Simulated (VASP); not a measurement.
# BaZrO3 (Pm-3m) in VASP: a series of runs, part 2 of 2

VASP 6.6.1. The steps go on from the part before.

## (4) Relaxation of cell and atoms, BLYP+D4

This run uses another cell than the first one, of 14.73 Å³/atom, 0.971 times its volume.

The input, INCAR:

```
SYSTEM = BaZrO3
AGGAC = 1.0
AGGAX = 1.0
ALDAC = 0.0
ALDAX = 1.0
ALGO = Normal
EDIFF = 1E-6
EDIFFG = -0.01
ENCUT = 600
GGA = B5
IBRION = 2
ISIF = 3
ISMEAR = -1
IVDW = 13
LASPH = .True.
LCHARG = .False.
LREAL = .False.
LWAVE = .False.
NELM = 60
NSW = 60
PREC = Accurate
SIGMA = 0.05
VDW_A1 = 0.44488865
VDW_A2 = 4.0933009
VDW_S6 = 1.0
VDW_S8 = 2.34076671
```

The input, KPOINTS:

```
k-points
0
Gamma
  6 6 6
  0 0 0
```

The input, POSCAR:

```
BaZrO3
1.0
    4.1913400000      0.0000000000      0.0000000000
    0.0000000000      4.1913400000      0.0000000000
    0.0000000000      0.0000000000      4.1913400000
Ba Zr O
1 1 3
Direct
    0.0000000000      0.0000000000      0.0000000000
    0.5000000000      0.5000000000      0.5000000000
    0.5000000000      0.5000000000      0.0000000000
    0.5000000000      0.0000000000      0.5000000000
    0.0000000000      0.5000000000      0.5000000000
```

Potentials or basis: VASP PAW PBE potentials, release 64 (Ba_sv, Zr_sv, O).

Run with:

```console
$ cat potpaw_PBE.64/Ba_sv/POTCAR potpaw_PBE.64/Zr_sv/POTCAR potpaw_PBE.64/O/POTCAR > POTCAR
$ mpirun -np 1 vasp_std > vasp.out
```

OUTCAR:

```text
SYSTEM = BaZrO3
   EDIFF = 1E-6
   EDIFFG = -0.01
   ENCUT = 600
   GGA = B5
   IBRION = 2
   ISIF = 3
   ISMEAR = -1
   IVDW = 13
   LASPH = .True.
   LREAL = .False.
   NELM = 60
   NSW = 60
   PREC = Accurate

 ion  position               nearest neighbor table
   1  0.000  0.000  0.000-   3 2.96   4 2.96   5 2.96   4 2.96   5 2.96   3 2.96   5 2.96   5 2.96
                             3 2.96   4 2.96   4 2.96   3 2.96   2 3.63   2 3.63   2 3.63   2 3.63
   2  0.500  0.500  0.500-   3 2.10   4 2.10   5 2.10   3 2.10   4 2.10   5 2.10   1 3.63   1 3.63
                             1 3.63   1 3.63   1 3.63   1 3.63   1 3.63   1 3.63
   3  0.500  0.500  0.000-   2 2.10   2 2.10   1 2.96   1 2.96   1 2.96   1 2.96
   4  0.500  0.000  0.500-   2 2.10   2 2.10   1 2.96   1 2.96   1 2.96   1 2.96
   5  0.000  0.500  0.500-   2 2.10   2 2.10   1 2.96   1 2.96   1 2.96   1 2.96

  LATTYP: Found a simple cubic cell.
 ALAT       =     4.1913400000

  Lattice vectors:

 A1 = (   4.1913400000,   0.0000000000,   0.0000000000)
 A2 = (   0.0000000000,   4.1913400000,   0.0000000000)
 A3 = (   0.0000000000,   0.0000000000,   4.1913400000)

Analysis of symmetry for initial positions (statically):
=====================================================================
 Subroutine PRICEL returns:
 Original cell was already a primitive cell.

 Routine SETGRP: Setting up the symmetry group for a
 simple cubic supercell.

 Subroutine GETGRP returns: Found 48 space group operations
[... 9 lines left out ...]

 Routine SETGRP: Setting up the symmetry group for a
 simple cubic supercell.

 Subroutine GETGRP returns: Found 48 space group operations
[... 11 lines left out ...]
                                     Primitive cell

  volume of cell :      73.6307

  direct lattice vectors                    reciprocal lattice vectors
     4.191340000  0.000000000  0.000000000     0.238587182  0.000000000  0.000000000
     0.000000000  4.191340000  0.000000000     0.000000000  0.238587182  0.000000000
     0.000000000  0.000000000  4.191340000     0.000000000  0.000000000  0.238587182

  length of vectors
     4.191340000  4.191340000  4.191340000     0.238587182  0.238587182  0.238587182

  position of ions in fractional coordinates (direct lattice)
     0.000000000  0.000000000  0.000000000
     0.500000000  0.500000000  0.500000000
     0.500000000  0.500000000  0.000000000
     0.500000000  0.000000000  0.500000000
     0.000000000  0.500000000  0.500000000

  ion indices of the primitive-cell ions
   primitive index   ion index
                 1           1
                 2           2
                 3           3
                 4           4
                 5           5

----------------------------------------------------------------------------------------

 KPOINTS: k-points

Automatic generation of k-mesh.
 Grid dimensions read from file:
 generate k-points for:    6    6    6

 Generating k-lattice:

  Cartesian coordinates                     Fractional coordinates (reciprocal lattice)
     0.039764530  0.000000000  0.000000000     0.166666667  0.000000000  0.000000000
     0.000000000  0.039764530  0.000000000     0.000000000  0.166666667  0.000000000
     0.000000000  0.000000000  0.039764530     0.000000000  0.000000000  0.166666667

  Length of vectors
     0.039764530  0.039764530  0.039764530

  Shift w.r.t. Gamma in fractional coordinates (k-lattice)
     0.000000000  0.000000000  0.000000000

 Subroutine IBZKPT returns following result:
 ===========================================

 Found     20 irreducible k-points:

 Following reciprocal coordinates:
            Coordinates               Weight
  0.000000  0.000000  0.000000      1.000000
  0.166667  0.000000  0.000000      6.000000
  0.333333  0.000000  0.000000      6.000000
  0.500000  0.000000  0.000000      3.000000
  0.166667  0.166667  0.000000     12.000000
  0.333333  0.166667  0.000000     24.000000
[... 12 lines left out ...]
  0.500000  0.500000  0.333333      6.000000
  0.500000  0.500000  0.500000      1.000000
   k-points           NKPTS =     20   k-points in BZ     NKDIM =     20   number of bands    NBANDS=     24
   number of dos      NEDOS =    301   number of ions     NIONS =      5
   total plane-waves  NPLWV =  46656
   dimension x,y,z NGX =    36 NGY =   36 NGZ =   36
   dimension x,y,z NGXF=    72 NGYF=   72 NGZF=   72
   ions per type =               1   1   3
   NGX,Y,Z   is equivalent  to a cutoff of  14.28, 14.28, 14.28 a.u.
   NGXF,Y,Z  is equivalent  to a cutoff of  28.56, 28.56, 28.56 a.u.
 SYSTEM =  BaZrO3
   PREC   = accura    normal or accurate (medium, high low for compatibility)
   ISTART =      0    job   : 0-new  1-cont  2-samecut
   ICHARG =      2    charge: 1-file 2-atom 10-const
   ISPIN  =      1    spin polarized calculation?
   LNONCOLLINEAR =      F non collinear calculations
   LSORBIT =      F    spin-orbit coupling
   LASPH  =      T    aspherical Exc in radial PAW
   ENCUT  =  600.0 eV  44.10 Ry    6.64 a.u.   8.37  8.37  8.37*2*pi/ulx,y,z
   NELM   =     60;   NELMIN=  2; NELMDL= -5     # of ELM steps
   EDIFF  = 0.1E-05   stopping-criterion for ELM
   LREAL  =      F    real-space projection
   EDIFFG = -.1E-01   stopping-criterion for IOM
   NSW    =     60    number of steps for IOM
   IBRION =      2    ionic relax: 0-MD 1-quasi-New 2-CG
   NFREE  =      1    steps in history (QN), initial steepest desc. (CG)
   ISIF   =      3    stress and relaxation
   ISYM   =      2    0-nonsym 1-usesym 2-fastsym
   POTIM  = 0.5000    time-step for ionic-motion
   TEBEG  =    0.0;   TEEND  =   0.0 temperature during run
   PSTRESS=    0.0 pullay stress
   NELECT =      40.0000    total number of electrons
   NUPDOWN=      -1.0000    fix difference up-down
   EMIN   =  10.00;   EMAX   =-10.00  energy-range for DOS
   EFERMI =   0.00;   METHOD = LEGACY
   ISMEAR =    -1;   SIGMA  =   0.05  broadening in eV -4-tet -1-fermi 0-gaus
   EFERMI_NEDOS =   21; number of points for ismear=-14 and -15
   IALGO  =     38    algorithm
   IMIX   =      4    mixing-type and parameters
     AMIX     =   0.40;   BMIX     =  1.00
     AMIX_MAG =   1.60;   BMIX_MAG =  1.00
  volume/ion in A,a.u.               =      14.73        99.38
  Fermi-wavevector in a.u.,A,eV,Ry     =   1.335802  2.524299 24.277770  1.784366
  Thomas-Fermi vector in A             =   2.464478
   LORBIT       =      0    0 simple, 1 ext, 2 COOP (PROOUT), +10 PAW based schemes
   GGA     = B5    functional components
   LHFCALC =     F    Hartree Fock is set to
   AEXX    =    0.0000 exact exchange contribution
   IVDW    =    13    specifies the selected vdW correction
   LEPSILON=     F    determine dielectric tensor
   LRPA    =     F    only Hartree local field effects (RPA)
 conjugate gradient relaxation of ions
 non-spin polarized calculation
  energy-cutoff  :      600.00
  volume of cell :       73.63
 maximum number of plane-waves:      2517
 NGX is ok and might be reduce to    36
   NGX = 17   NGY = 17   NGZ = 17

--------------------------------------- Ionic step        1  -------------------------------------------

 number of electron      40.0000010 magnetization

 Free energy of the ion-electron system (eV)
  ---------------------------------------------------
  ext. energy  EPLUGINS =         0.00000000
  ---------------------------------------------------
  free energy    TOTEN  =       -39.81231427 eV

  energy without entropy =      -39.81231427  energy(sigma->0) =      -39.81231427

------------------------ aborting loop because EDIFF is reached ----------------------------------------

  DFT-D4 for vdW energy calculation

  Edisp (eV):   -1.84632

  FORCE on cell =-STRESS in cart. coord.  units (eV):
  Direction    XX          YY          ZZ          XY          YZ          ZX
  --------------------------------------------------------------------------------------
  -------------------------------------------------------------------------------------
  Total       2.66644     2.66644     2.66644     0.00000    -0.00000     0.00000
  in kB      58.02083    58.02083    58.02083     0.00000    -0.00000     0.00000
  external pressure =       58.02 kB  Pullay stress =        0.00 kB
[... 24 lines left out ...]
  energy  without entropy=      -41.6586382414  energy(sigma->0) =      -41.65863824

--------------------------------------- Ionic step        2  -------------------------------------------

 number of electron      40.0000012 magnetization

 E-fermi :   4.8023     XC(G=0):  -9.9008

 val. band max:        3.6140856515   @ k =   0.5000   0.5000   0.5000
 cond. band min:       6.6996571323   @ k =   0.0000   0.0000   0.0000
 fundamental gap:      3.0855714808
 Fermi energy:         4.8022613480

 k-point     1 :       0.0000    0.0000    0.0000
  band No.  band energies     occupation
      1     -43.8124      2.00000
      2     -21.9449      2.00000
      3     -21.9449      2.00000
      4     -21.9449      2.00000
      5     -21.9332      2.00000
      6     -12.5082      2.00000
[... 569 lines left out ...]
  energy  without entropy=      -41.6533106719  energy(sigma->0) =      -41.65331067

--------------------------------------- Ionic step        3  -------------------------------------------

 number of electron      40.0000025 magnetization

 Free energy of the ion-electron system (eV)
  ---------------------------------------------------
  ext. energy  EPLUGINS =         0.00000000
  ---------------------------------------------------
  free energy    TOTEN  =       -39.93094058 eV

  energy without entropy =      -39.93094058  energy(sigma->0) =      -39.93094058

 E-fermi :   4.9277     XC(G=0): -10.0852

 val. band max:        3.8867231440   @ k =   0.5000   0.5000   0.5000
 cond. band min:       7.0729975866   @ k =   0.0000   0.0000   0.0000
 fundamental gap:      3.1862744426
 Fermi energy:         4.9277285754

 k-point     1 :       0.0000    0.0000    0.0000
  band No.  band energies     occupation
      1     -43.2991      2.00000
      2     -21.5318      2.00000
      3     -21.4756      2.00000
      4     -21.4756      2.00000
      5     -21.4756      2.00000
      6     -12.3092      2.00000
[... 565 lines left out ...]
  FREE ENERGIE OF THE ION-ELECTRON SYSTEM (eV)
  ---------------------------------------------------
  free  energy   TOTEN  =       -41.7067522290 eV

  energy  without entropy=      -41.7067522289  energy(sigma->0) =      -41.70675223

 reached required accuracy - stopping structural energy minimisation
```

It took 3.1 min on 1 thread of Intel Xeon Platinum 8259CL at 2.50GHz (Skylake/Cascade Lake), shared host; peak memory 0.24 GiB.

What came out:

```yaml
Free_energy: -41.7068 eV
Relaxed_volume: 15.28 Å³/atom
Relaxed_cell: a = 4.243 Å, b = 4.243 Å, c = 4.243 Å, α = 90.00°, β = 90.00°, γ = 90.00°
Space_group_after_relaxing_to_0.05_Å: Pm-3m (No. 221)
Energy_gained_by_relaxing: 9.6 meV/atom
Ionic_steps: 3
Pressure_after_relaxing: 0.0 GPa
Band_gap_on_the_k_mesh: 3.19 eV, indirect (least direct gap 3.44 eV)
Dispersion_energy_per_atom: -0.355 eV
```

The path:
```csv
step,energy change (eV),largest force (eV/Å),pressure (GPa),volume (Å³)
1,0.0000,0.0000,5.80,73.63
2,0.0053,0.0000,-5.36,79.46
3,-0.0481,0.0000,-0.04,76.39
```

Final structure:
```xyz
5
Lattice="4.2431 0.0000 0.0000 0.0000 4.2431 0.0000 0.0000 0.0000 4.2431" Properties=species:S:1:pos:R:3 pbc="T T T"
Ba    0.0000    0.0000    0.0000
Zr    2.1216    2.1216    2.1216
O     2.1216    2.1216    0.0000
O     2.1216    0.0000    2.1216
O     0.0000    2.1216    2.1216
```

Caveat: the PAW data sets were made with another functional, which shifts forces and pressure a little; spin-orbit coupling is left out, which moves the levels of the heavy elements. A k mesh can miss the band edges.

## (5) Single point, PBE

This run uses another cell than the first one, of 14.73 Å³/atom, 0.971 times its volume.

The input, INCAR:

```
SYSTEM = BaZrO3
PREC = Accurate ; ENCUT = 520
EDIFF = 1E-6 ; ISMEAR = -1
SIGMA = 0.05 ; LREAL = .False.
LASPH = .True. ; NELM = 60
ALGO = Normal ; ISIF = 2
LWAVE = .False. ; LCHARG = .False.
GGA = PE ; NBANDS = 28
```

The input, KPOINTS:

```
regular mesh
0
Gamma
  5 5 5
  0 0 0
```

POSCAR is that of step 4.

Potentials or basis: VASP PAW PBE potentials, release 64 (Ba_sv, Zr_sv, O).

Run with:

```console
$ cat potpaw_PBE.64/Ba_sv/POTCAR potpaw_PBE.64/Zr_sv/POTCAR potpaw_PBE.64/O/POTCAR > POTCAR
$ mpirun -np 1 vasp_std > vasp.out
```

OUTCAR:

```text
SYSTEM = BaZrO3
   PREC = Accurate
   ENCUT = 520
   EDIFF = 1E-6
   ISMEAR = -1
   LREAL = .False.
   LASPH = .True.
   NELM = 60
   ISIF = 2
   GGA = PE

 ion  position               nearest neighbor table
   1  0.000  0.000  0.000-   3 2.96   4 2.96   5 2.96   4 2.96   5 2.96   3 2.96   5 2.96   5 2.96
                             3 2.96   4 2.96   4 2.96   3 2.96   2 3.63   2 3.63   2 3.63   2 3.63
   2  0.500  0.500  0.500-   3 2.10   4 2.10   5 2.10   3 2.10   4 2.10   5 2.10   1 3.63   1 3.63
                             1 3.63   1 3.63   1 3.63   1 3.63   1 3.63   1 3.63
[... 500 lines left out ...]
  -------------------------------------------------------------------------------------
  Total        2.3420114      2.3420114      2.3420114      0.0000000     -0.0000000     -0.0000000
  in kB       50.9613491     50.9613491     50.9613491      0.0000000     -0.0000000     -0.0000000
  external PRESSURE =      50.9613491 kB  Pullay stress =       0.0000000 kB

 VOLUME and BASIS-vectors are now :
 -----------------------------------------------------------------------------
  energy-cutoff  :      520.00
  volume of cell :       73.63
      direct lattice vectors                 reciprocal lattice vectors
     4.191340000  0.000000000  0.000000000     0.238587182  0.000000000  0.000000000
     0.000000000  4.191340000  0.000000000     0.000000000  0.238587182  0.000000000
     0.000000000  0.000000000  4.191340000     0.000000000  0.000000000  0.238587182

 POSITION                                       TOTAL-FORCE (eV/Angst)
 -----------------------------------------------------------------------------------
      0.00000      0.00000      0.00000         0.000000      0.000000      0.000000
      2.09567      2.09567      2.09567         0.000000      0.000000      0.000000
      2.09567      2.09567      0.00000         0.000000      0.000000      0.000000
      2.09567      0.00000      2.09567         0.000000      0.000000      0.000000
      0.00000      2.09567      2.09567         0.000000      0.000000      0.000000
 -----------------------------------------------------------------------------------
    total drift:                                0.000000     -0.000000     -0.000000

  FREE ENERGIE OF THE ION-ELECTRON SYSTEM (eV)
  ---------------------------------------------------
  free  energy   TOTEN  =       -41.6848250653 eV

  energy  without entropy=      -41.6848250652  energy(sigma->0) =      -41.68482507
```

OSZICAR:

```text
N       E                     dE             d eps       ncg     rms          rms(c)
DAV:   1     0.307643233253E+03    0.30764E+03   -0.22049E+04   560   0.141E+03
DAV:   2    -0.284625697933E+02   -0.33611E+03   -0.32466E+03   684   0.350E+02
DAV:   3    -0.486952306394E+02   -0.20233E+02   -0.20159E+02   864   0.808E+01
DAV:   4    -0.492500681536E+02   -0.55484E+00   -0.55419E+00   780   0.105E+01
DAV:   5    -0.492590042639E+02   -0.89361E-02   -0.89355E-02   764   0.112E+00    0.289E+01
DAV:   6    -0.417733484759E+02    0.74857E+01   -0.38064E+01   632   0.383E+01    0.127E+01
DAV:   7    -0.416976784621E+02    0.75670E-01   -0.27638E+00   808   0.912E+00    0.779E+00
DAV:   8    -0.416866823862E+02    0.10996E-01   -0.32332E-01   652   0.414E+00    0.669E-01
DAV:   9    -0.416834946145E+02    0.31878E-02   -0.58817E-02   808   0.132E+00    0.508E-01
DAV:  10    -0.416851452631E+02   -0.16506E-02   -0.15292E-02   776   0.100E+00    0.242E-01
DAV:  11    -0.416847688261E+02    0.37644E-03   -0.19608E-03   676   0.355E-01    0.382E-02
DAV:  12    -0.416848285881E+02   -0.59762E-04   -0.18120E-04   656   0.923E-02    0.427E-02
DAV:  13    -0.416848248990E+02    0.36891E-05   -0.28438E-05   816   0.349E-02    0.518E-03
DAV:  14    -0.416848250653E+02   -0.16629E-06   -0.35666E-06   644   0.135E-02
   1 F= -.41684825E+02 E0= -.41684825E+02  d E =-.227496E-10
```

stdout:

```text
POSCAR found type information on POSCAR BaZrO
 POSCAR found :  3 types and       5 ions
 scaLAPACK will be used
 LDA part: xc-table for (Slater+PW92), standard interpolation
 POSCAR, INCAR and KPOINTS ok, starting setup
 FFT: planning ... GRIDC
 FFT: planning ... GRID_SOFT
 FFT: planning ... GRID
 WAVECAR not read
 entering main loop
```

It took 8.2 s on 1 thread of Intel Xeon 6975P-C (Granite Rapids), shared host; peak memory 0.18 GiB.

What came out:

- Free energy: -41.6848 eV
- Pressure: 5.1 GPa
- Band gap on the k mesh: 3.29 eV, indirect (least direct gap 3.41 eV)

Caveat: spin-orbit coupling is left out, which moves the levels of the heavy elements.

## (6) Single point, PBE

This run uses another cell than the first one, of 14.73 Å³/atom, 0.971 times its volume.

The input, INCAR:

```
PREC     = Accurate       # precision mode
ENCUT    = 520            # plane-wave cutoff, eV
EDIFF    = 1E-7           # SCF threshold, eV
ISMEAR   = -1             # smearing method
SIGMA    = 0.05           # smearing width, eV
LREAL    = F              # projectors in reciprocal space
LASPH    = T              # aspherical terms in the spheres
NELM     = 80             # most SCF steps
ALGO     = Normal         # electronic algorithm
ISIF     = 2              # what is computed and relaxed
LWAVE    = F              # write WAVECAR
LCHARG   = F              # write CHGCAR
GGA      = PE             # functional
NBANDS   = 28             # bands
```

The input, KPOINTS:

```
regular mesh
0
Gamma
  5 5 5
```

POSCAR is that of step 5.

Potentials or basis: VASP PAW PBE potentials, release 64 (Ba_sv, Zr_sv, O).

Run with:

```console
$ cat potpaw_PBE.64/Ba_sv/POTCAR potpaw_PBE.64/Zr_sv/POTCAR potpaw_PBE.64/O/POTCAR > POTCAR
$ mpirun -np 1 vasp_std > vasp.out
```

It took 8.7 s on 1 thread of Intel Xeon 6975P-C (Granite Rapids), shared host; peak memory 0.18 GiB.

Results (log left out):

```yaml
Free_energy: -41.6848 eV
Pressure: 5.1 GPa
Band_gap_on_the_k_mesh: 3.29 eV, indirect (least direct gap 3.41 eV)
```

Levels at points of the mesh, in eV from the valence-band top:
```tsv
k point	band 16	band 17	band 18	band 19	band 20	band 21	band 22	band 23	band 24	band 25
(0.00, 0.00, 0.00)	-0.88	-0.88	-0.12	-0.12	-0.12	3.29	3.29	3.29	4.76	4.76
```

Caveat: spin-orbit coupling is left out, which moves the levels of the heavy elements.

## (7) Summary

```tsv
task	level	cell	k mesh	cutoff (eV)	gap on the mesh (eV)	pressure (GPa)	relaxed volume (Å³/atom)
single point	BLYP+D4	a = 4.232 Å, 5 atoms	6 × 6 × 6	520	3.20	1.2	-
relaxation of cell and atoms	BLYP+D3(BJ)	relaxed from a = 4.191 Å, 5 atoms	6 × 6 × 6	600	3.22	0.0	15.08
relaxation of cell and atoms	BLYP+D4	relaxed from a = 4.191 Å, 5 atoms	6 × 6 × 6	600	3.19	0.0	15.28
single point	PBE	a = 4.191 Å, 5 atoms	5 × 5 × 5	520	3.29	5.1	-
```

Alike in all rows: potentials or basis VASP PAW PBE potentials, release 64 (Ba_sv, Zr_sv, O); no spin polarisation; smearing fermi-dirac 0.05 eV.

Caveats: spin-orbit coupling is left out, which moves the levels of the heavy elements; the PAW data sets were made with another functional, which shifts forces and pressure a little (some runs).

Total energies depend on the potentials used, so only differences within one code and one set of settings carry meaning.
